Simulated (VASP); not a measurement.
A run of VASP 6.6.1:

Contents of INCAR:

```
SYSTEM = CO2
  PREC = Accurate
  ENCUT = 520
  EDIFF = 1E-6
  ISMEAR = 0
  SIGMA = 0.1
  LREAL = .False.
  LASPH = .True.
  NELM = 100
  ALGO = Normal
  ISIF = 2
  LWAVE = .False.
  LCHARG = .True.
  GGA = PS
  LELF = .True.
  LVHAR = .True.
  NBANDS = 25
```

KPOINTS

```
regular mesh
0
Gamma
  6 6 4
  0 0 0
```

POSCAR

```
CO2
1.0
    2.3650201683     -2.1646344637      0.0000000000
    2.3650201683      2.1646344637      0.0000000000
    0.0000000000      0.0000000000      6.0074308141
C O
2 4
Direct
    0.0000000000      0.0000000000      0.0000000000
    0.5000000000      0.5000000000      0.5000000000
    0.7842012698      0.2157987302      0.8848230406
    0.2157987302      0.7842012698      0.1151769594
    0.7157987302      0.2842012698      0.3848230406
    0.2842012698      0.7157987302      0.6151769594
```

Potentials or basis: VASP PAW PBE potentials, release 64 (C, O).

Command:

```console
$ cat potpaw_PBE.64/C/POTCAR potpaw_PBE.64/O/POTCAR > POTCAR
$ mpirun -np 1 vasp_std > vasp.out
```

Hardware: 1 thread of Intel(R) Xeon(R) Platinum 8488C (Sapphire Rapids), on a shared host.

**Question.** Estimate the wall time of this run.

**Answer.** Run time: 25 s on 1 thread of Intel(R) Xeon(R) Platinum 8488C (Sapphire Rapids), on a shared host, peak memory 0.18 GiB. Counts: scf iterations 13, k points 39.
